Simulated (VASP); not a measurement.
The system is AlIn3Sb2N2.

```
Al In Sb N
1.0
     5.15071    0.00000    0.00000
     0.00000    5.15071    0.00000
     0.00000    0.00000    7.94118
Al In Sb N
1 3 2 2
Direct
  0.50000 0.50000 0.87633
  0.50000 0.50000 0.30480
  0.50000 0.00000 0.04762
  0.00000 0.50000 0.04762
  0.50000 0.00000 0.52449
  0.00000 0.50000 0.52449
  0.00000 0.00000 0.30681
  0.00000 0.00000 0.94423
```

The cell was generated, and may not be a known phase.

```yaml
Program: VASP 6.6.1
Task: relaxation of cell and atoms
Functional: PBE
Potentials_or_basis: VASP PAW PBE potentials, release 64 (Al, In_d, Sb, N)
Cutoff: 600 eV
k_mesh: 3 × 3 × 2
Occupations: gaussian, width 0.15 eV
Spin: no spin polarisation
```

At the start: pressure -7.6 GPa; volume 26.33 Å³/atom.

Problem. How do energy, volume and symmetry change on relaxing?

Solution. Over 26 steps the energy falls by 669.8 meV/atom and the volume is 22.02 Å³/atom (-16.4 %); space group P4mm (No. 99, to 0.1 Å) before and after.

Step by step:
| step | energy change (eV) | largest force (eV/Å) | pressure (GPa) | volume (Å³) |
| --- | --- | --- | --- | --- |
| 1 | 0.0000 | 1.2662 | -7.61 | 210.68 |
| 2 | -1.3005 | 1.7435 | -0.97 | 174.79 |
| 3 | -1.3294 | 1.8284 | 0.85 | 169.80 |
| 4 | -1.7195 | 2.0877 | 1.22 | 166.78 |
| 5 | -2.5916 | 1.8969 | 3.46 | 157.59 |
| 6 | -1.6891 | 2.3377 | 16.60 | 138.72 |
| 7 | -2.5417 | 1.3454 | 7.18 | 150.59 |
| 8 | -2.7223 | 1.2270 | 6.04 | 152.04 |
| 9 | -3.1206 | 1.1130 | 3.16 | 156.45 |
| 10 | -3.4053 | 0.9616 | -0.98 | 165.51 |
| 11 | -3.5898 | 0.9047 | -0.57 | 164.50 |
| 12 | -4.1749 | 0.7842 | 0.88 | 161.21 |
| 13 | -4.8130 | 0.4752 | 7.09 | 153.60 |
| 14 | -4.9528 | 0.3569 | 6.29 | 156.06 |
| 15 | -5.1904 | 0.2144 | 4.28 | 163.35 |
| 16 | -5.2196 | 0.3189 | 3.49 | 166.77 |
| 17 | -5.2974 | 0.2868 | 1.65 | 169.83 |
| 18 | -5.3224 | 0.2508 | -0.19 | 173.38 |
| 19 | -5.3228 | 0.2545 | -0.01 | 173.00 |
| 20 | -5.3261 | 0.2176 | 0.01 | 173.05 |
| 21 | -5.3345 | 0.1912 | 0.06 | 173.20 |
| 22 | -5.3433 | 0.1528 | 0.19 | 173.50 |
| 23 | -5.3438 | 0.2015 | 0.23 | 173.59 |
| 24 | -5.3495 | 0.1702 | 0.01 | 174.59 |
| 25 | -5.3547 | 0.1031 | -0.43 | 176.78 |
| 26 | -5.3588 | 0.0776 | -0.07 | 176.17 |

Final structure:
```
Al In Sb N
1.0
     4.64906    0.00000    0.00000
     0.00000    4.64906    0.00000
     0.00000    0.00000    8.15063
Al In Sb N
1 3 2 2
Direct
  0.50000 0.50000 0.73182
  0.50000 0.50000 0.26416
  0.50000 0.00000 0.97813
  0.00000 0.50000 0.97813
  0.50000 0.00000 0.53710
  0.00000 0.50000 0.53710
  0.00000 0.00000 0.54082
  0.00000 0.00000 0.00913
```

Caveat: the volume moved by over 15 % at a fixed basis, so the end points are rough; the relaxation stopped at a loose force limit of 0.08 eV/Å, so its end isn't a converged minimum.
